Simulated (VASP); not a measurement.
Here is a VASP 6.6.1 calculation.

The input INCAR:

```
SYSTEM = H2C19
ALGO     = Normal         ! electronic algorithm
EDIFF    = 1E-7           ! SCF threshold, eV
ENCUT    = 520            ! plane-wave cutoff, eV
GGA      = PE             ! functional
ISIF     = 2              ! what is computed and relaxed
ISMEAR   = 0              ! smearing method
LASPH    = .TRUE.         ! aspherical terms in the spheres
LCHARG   = .FALSE.        ! write CHGCAR
LREAL    = Auto         
LWAVE    = .FALSE.        ! write WAVECAR
NBANDS   = 55             ! bands
NELM     = 80             ! most SCF steps
PREC     = Accurate       ! precision mode
SIGMA    = 0.02           ! smearing width, eV
```

KPOINTS

```
k-points
0
G
  2 2 1
  0 0 0
```

POSCAR

```
H2C19
1.0
    7.3980000000      0.0000000000      0.0000000000
   -3.6990000000      6.4068560000      0.0000000000
    0.0000000000      0.0000000000     11.0000000000
C H
19 2
Direct
   -0.0039102539      0.0112375015      0.0806289204
    0.2190676624      0.1239649700      0.0789296889
   -0.0087401865      0.3409764996      0.0903100803
    0.2134790943      0.4459504919      0.1218901114
   -0.0030475604      0.6789844052      0.0865650814
    0.2175760114      0.7936516180      0.0903780546
    0.3291906071      0.0106448596      0.0789710108
    0.5521629841      0.1233739263      0.0806747921
    0.3306794272      0.3409628845      0.0903193203
    0.5513004500      0.4556342787      0.0865389792
    0.3347737711      0.6886482125      0.1219421443
    0.5570028485      0.7936480917      0.0903625318
    0.6623808837      0.0106312012      0.0789529804
    0.8858658674      0.1239797455      0.0789169917
    0.6622785729      0.3436094504      0.0819397177
    0.8853025025      0.4556339437      0.0865533620
    0.6629510175      0.6789852936      0.0865633350
    0.8859654222      0.7909947605      0.0819415078
    0.2741302141      0.5672428987      0.2401852692
    0.3995777117      0.5672271637      0.2918871375
    0.1486230527      0.5670835031      0.2919127834
```

Potentials or basis: VASP PAW PBE potentials, release 64 (C, H).

Run with:

```sh
$ cat potpaw_PBE.64/C/POTCAR potpaw_PBE.64/H/POTCAR > POTCAR
$ mpirun -np 1 vasp_std > vasp.out
```

Problem. Estimate the largest force.

Solution. 0.061 eV/Å.

Problem. What does it give for the band gap on the k mesh?

Solution. 0.16 eV, direct.

Forces in eV/Å, atoms in the order of the input:
```
C    0.001  0.008 -0.001
C   -0.011  0.001 -0.005
C    0.011  0.003 -0.003
C   -0.008 -0.025 -0.022
C    0.004 -0.004  0.002
C    0.000 -0.012 -0.005
C    0.008  0.001 -0.006
C   -0.003 -0.006 -0.004
C   -0.001  0.003 -0.008
C   -0.002  0.003  0.000
C    0.012  0.029 -0.023
C   -0.013 -0.014 -0.001
C    0.005  0.008 -0.005
C   -0.001 -0.002 -0.004
C    0.007  0.012  0.003
C   -0.007  0.003 -0.003
C    0.007 -0.006  0.003
C   -0.003  0.001  0.001
C   -0.006 -0.004  0.061
H    0.011  0.000  0.010
H   -0.013  0.002  0.011
```

Caveat: the k points lie up to 0.49 Å⁻¹ apart.
